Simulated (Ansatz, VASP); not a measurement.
# One calculation of KBr, two programs

```xyz
4
Lattice="5.7288 0.0000 0.0000 -2.8644 4.9613 0.0000 0.0000 0.0000 6.6824" Properties=species:S:1:pos:R:3 pbc="T T T"
K     0.0000    3.3075   -0.4176
K     2.8644    1.6538    2.9235
Br    0.0000    3.3075    2.9235
Br    2.8644    1.6538    6.2647
```

Alike in both runs: task single point; functional r2SCAN; k mesh 6 × 6 × 4; no spin polarisation.

|  | VASP | Ansatz |
| --- | --- | --- |
| version | VASP 6.6.1 | Ansatz 0.2.0 |
| potentials or method | VASP PAW PBE potentials, release 64 (K_sv, Br) | plane waves, PAW |
| plane-wave cutoff (eV) | 520 | 500 |
| occupations | gaussian, width 0.01 eV | fixed |
| valence electrons in the cell | 32 | 32 |

```csv
,VASP,Ansatz,Ansatz less VASP
gap on the k mesh at the Fermi level (eV),4.69,4.69,-0.001
pressure (GPa),-0.6,-0.6,+0.01
"traceless stress, the component that is largest in VASP (GPa)",-0.09,-0.09,-0.001
```

VASP's potentials were made for PBE, not for r2SCAN.
